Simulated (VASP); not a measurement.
Crystal: Ir.

```
Ir
1.0
     2.75138    0.00000    0.00000
    -1.37569    2.38276    0.00000
     0.00000    0.00000    4.46229
Ir
2
Direct
  0.33333 0.66667 0.25000
  0.66667 0.33333 0.75000
```

* Program: VASP 6.6.1
* Task: relaxation of cell and atoms
* Functional: PBEsol
* Potentials or basis: VASP PAW PBE potentials, release 64 (Ir)
* Cutoff: 600 eV
* k mesh: 11 × 11 × 6
* Occupations: fermi-dirac, width 0.05 eV
* Spin: no spin polarisation

At the start: pressure -11.5 GPa; volume 14.63 Å³/atom.

Problem. How do energy, volume and symmetry change on relaxing?

Solution. Over 5 steps the energy falls by 17.5 meV/atom and the volume is 14.15 Å³/atom (-3.2 %); space group P6_3/mmc (No. 194, to 0.05 Å).

The path:
```
step  energy change (eV)  largest force (eV/Å)  pressure (GPa)  volume (Å³)
   1              0.0000                0.0000          -11.52        29.25
   2              0.5564                0.0000           65.09        25.02
   3             -0.0349                0.0000           -0.69        28.37
   4             -0.0350                0.0000           -0.16        28.33
   5             -0.0350                0.0000            0.10        28.31
```

Final structure:
```
Ir
1.0
     2.72178    0.00000    0.00000
    -1.36089    2.35713    0.00000
     0.00000    0.00000    4.41228
Ir
2
Cartesian
  0.0000 1.5714 1.1031
  1.3609 0.7857 3.3092
```

Caveat: the PAW data sets were made with another functional, which shifts forces and pressure a little.
